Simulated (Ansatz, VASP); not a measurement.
**Two plane-wave programs on BeC2**

The input INCAR:

```
SYSTEM = BeC2
  ALGO = Normal
  EDIFF = 1E-6
  ENCUT = 520
  GGA = PS
  ISIF = 2
  ISMEAR = 0
  LASPH = .True.
  LCHARG = .True.
  LELF = .True.
  LREAL = .False.
  LVHAR = .True.
  LWAVE = .False.
  NBANDS = 12
  NELM = 100
  PREC = Accurate
  SIGMA = 0.02
```

Contents of KPOINTS:

```
k-points
0
Gamma
  12 12 12
  0 0 0
```

The input POSCAR:

```
BeC2
1.0
    2.0252533297      1.1692805551      1.8557693464
   -2.0252533297      1.1692805551      1.8557693464
    0.0000000000     -2.3385611102      1.8557693464
Be C
1 2
Direct
    0.0000000000      0.0000000000      0.0000000000
    0.5915580000      0.5915580000      0.5915580000
    0.4084420000      0.4084420000      0.4084420000
```

Input for Ansatz:

```yaml
crystal:
  lattice:
    - [2.0252533297, 1.1692805551, 1.8557693464]
    - [-2.0252533297, 1.1692805551, 1.8557693464]
    - [0.0, -2.3385611102, 1.8557693464]
  atoms:
    - { symbol: Be, position: [0.0, 0.0, 0.0] }
    - { symbol: C, position: [0.591558, 0.591558, 0.591558] }
    - { symbol: C, position: [0.408442, 0.408442, 0.408442] }
basis:
  ecutwfc: 420
kpoints:
  mp_grid: { grid: [12, 12, 12] }
hamiltonian:
  xc: pbesol
scf:
  occupations: { method: gaussian, width: 0.02 }
output:
  forces: true
  stress: true
  eigenvalues: true
  populations: true
```

Alike in both runs: task single point; functional PBEsol; k mesh 12 × 12 × 12; occupations gaussian, width 0.02 eV; no spin polarisation.

```csv
,VASP,Ansatz
version,VASP 6.6.1,Ansatz 0.2.0
potentials or method,"VASP PAW PBE potentials, release 64 (Be, C), cutoff 520 eV","scalar-relativistic, plane waves, PAW"
valence electrons in the cell,10,10
```

|  | VASP | Ansatz | Ansatz less VASP |
| --- | --- | --- | --- |
| gap on the k mesh at the Fermi level (eV) | 0.41 | 0.42 | +0.005 |
| least direct gap on the mesh (eV) | 0.93 | 0.95 | +0.020 |
| pressure (GPa) | 74.0 | 71.7 | -2.29 |
| traceless stress, the component that is largest in VASP (GPa) | 121.01 | 116.37 | -4.642 |
| rms of the force components (eV/Å) | 19.204 | 18.672 | -0.5319 |

VASP's potentials were made for PBE, not for PBEsol. Atom by atom the forces differ by 0.532 eV/Å (rms over components). Both programs put the cell under a high pressure, so it lies far from rest at this level. With one functional, cell and mesh, what is left measures potentials, basis and numerics.

Noted on VASP's run: the cell as given lies far from equilibrium.
